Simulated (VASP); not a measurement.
**Zr3W4Se: single point with PBE**

The system is Zr3W4Se.

```
CELL_PARAMETERS angstrom
3.23074 0.00000 0.00000
0.00000 3.23074 0.00000
0.00000 0.00000 14.34948
ATOMIC_POSITIONS crystal
Zr 0.50000 0.50000 0.86053
Zr 0.00000 0.00000 0.28282
Zr 0.50000 0.50000 0.12441
W 0.50000 0.50000 0.40979
W 0.00000 0.00000 0.51338
W 0.50000 0.50000 0.62902
W 0.00000 0.00000 0.73189
Se 0.00000 0.00000 0.00316
```

```json
{"Program": "VASP 6.6.1", "Task": "single point", "Functional": "PBE", "Potentials or basis": "VASP PAW PBE potentials, release 64 (Zr_sv, W_sv, Se)", "Cutoff": "520 eV", "k mesh": "10 × 10 × 2", "Occupations": "gaussian, width 0.1 eV", "Spin": "no spin polarisation"}
```

- Pressure: 0.2 GPa
- Largest force: 0.026 eV/Å
- Band gap on the k mesh: zero (band 49 reaches 9.98 eV, above the bottom of band 50 at 9.53 eV)

Forces in eV/Å, atoms in the order of the input:
```
Zr   0.000  0.000  0.003
Zr   0.000  0.000 -0.008
Zr   0.000  0.000  0.007
W    0.000  0.000 -0.025
W    0.000  0.000  0.005
W    0.000  0.000 -0.004
W    0.000  0.000  0.026
Se   0.000  0.000 -0.003
```

Levels at points of the mesh, in eV from the Fermi level:
```tsv
k point	band 47	band 48	band 49	band 50	band 51	band 52
(0.00, 0.00, 0.00)	-0.35	-0.35	-0.16	0.41	0.41	0.44
(0.50, 0.00, 0.00)	-0.52	-0.12	0.08	0.77	0.77	0.84
(0.50, 0.50, 0.00)	-0.46	-0.46	0.21	1.05	1.05	1.59
(0.00, 0.00, 0.50)	-0.36	-0.36	-0.11	0.44	0.47	0.47
(0.50, 0.00, 0.50)	-0.56	-0.04	0.23	0.68	0.90	0.90
(0.50, 0.50, 0.50)	0.02	0.02	0.12	0.65	0.65	1.51
```

Wall time 11 min on 1 thread of AMD EPYC 7R13, with other jobs on the host, peak memory 0.42 GiB.

Caveat: spin-orbit coupling is left out, which moves the levels of the heavy elements.
